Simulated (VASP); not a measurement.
A run of VASP 6.6.1 is set up as follows.

File INCAR:

```
ALGO = Normal
EDIFF = 1E-6
ENCUT = 600
GGA = PS
GGA_COMPAT = False
ISIF = 2
ISMEAR = 0
LASPH = True
LCHARG = False
LREAL = False
LWAVE = False
NBANDS = 19
NELM = 120
PREC = Accurate
SIGMA = 0.01
```

File KPOINTS:

```
k-points
0
Gamma
  6 6 6
```

File POSCAR:

```
ZrO2
1.0
    0.0000000000      2.5179860645      2.5179860645
    2.5179860645      0.0000000000      2.5179860645
    2.5179860645      2.5179860645      0.0000000000
Zr O
1 2
Direct
    0.0000000000      0.0000000000      0.0000000000
    0.2500000000      0.2500000000      0.2500000000
    0.7500000000      0.7500000000      0.7500000000
```

Potentials or basis: VASP PAW PBE potentials, release 64 (Zr_sv, O).

Launch:

```sh
$ cat potpaw_PBE.64/Zr_sv/POTCAR potpaw_PBE.64/O/POTCAR > POTCAR
$ mpirun -np 1 vasp_std > vasp.out
```

Estimate the pressure.

4.7 GPa.

What does it give for the band gap on the k mesh?

3.37 eV, indirect (least direct gap 3.82 eV).

Caveat: the PAW data sets were made with another functional, which shifts forces and pressure a little. A k mesh can miss the band edges.
